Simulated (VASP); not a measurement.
Wanted: the native input for a VASP 6.6.1 run.

```
Task                   : single point
Functional             : PBE
Potentials or basis    : VASP PAW PBE potentials, release 64 (Ag)
Cutoff                 : 520 eV
k mesh                 : 12 × 12 × 1
Occupations            : gaussian, width 0.1 eV
Spin                   : no spin polarisation
Dipole correction      : yes
Further INCAR settings : ALGO = Normal; EDIFF = 1e-06; NBANDS = 42
```

The structure of Ag lies in POSCAR:

```
Ag
1.0
    2.9355691563      0.0000000000      0.0000000000
   -1.4677845781      2.5422774639      0.0000000000
    0.0000000000      0.0000000000     26.9691657629
Ag
6
Direct
    0.0000000000      0.0000000000      0.2780953651
    0.6666666667      0.3333333333      0.3668234617
    0.3333333333      0.6666666667      0.4555515583
    0.6666666667      0.3333333333      0.5444484417
    0.3333333333      0.6666666667      0.6331765383
    0.0000000000      0.0000000000      0.7219046349
```

These files were run (other wordings do the same):

INCAR

```
SYSTEM = Ag
ALGO = Normal
DIPOL = 0.5 0.5 0.500
EDIFF = 1E-6
ENCUT = 520
GGA = PE
IDIPOL = 3
ISIF = 2
ISMEAR = 0
LASPH = .TRUE.
LCHARG = .FALSE.
LDIPOL = .TRUE.
LREAL = .FALSE.
LWAVE = .FALSE.
NBANDS = 42
NELM = 100
PREC = Accurate
SIGMA = 0.1
```

KPOINTS

```
k-points
0
G
  12 12 1
  0 0 0
```

Potentials or basis: VASP PAW PBE potentials, release 64 (Ag).

Run with:

```sh
$ cat potpaw_PBE.64/Ag/POTCAR > POTCAR
$ mpirun -np 1 vasp_std > vasp.out
```

Results of the run:

The largest force is 0.065 eV/Å and the band gap on the k mesh is zero (bands 33 and 34 overlap by 6.22 eV).

It took 2.2 min on 1 thread of Intel(R) Xeon(R) Platinum 8488C (Sapphire Rapids), on a shared host, peak memory 0.38 GiB.
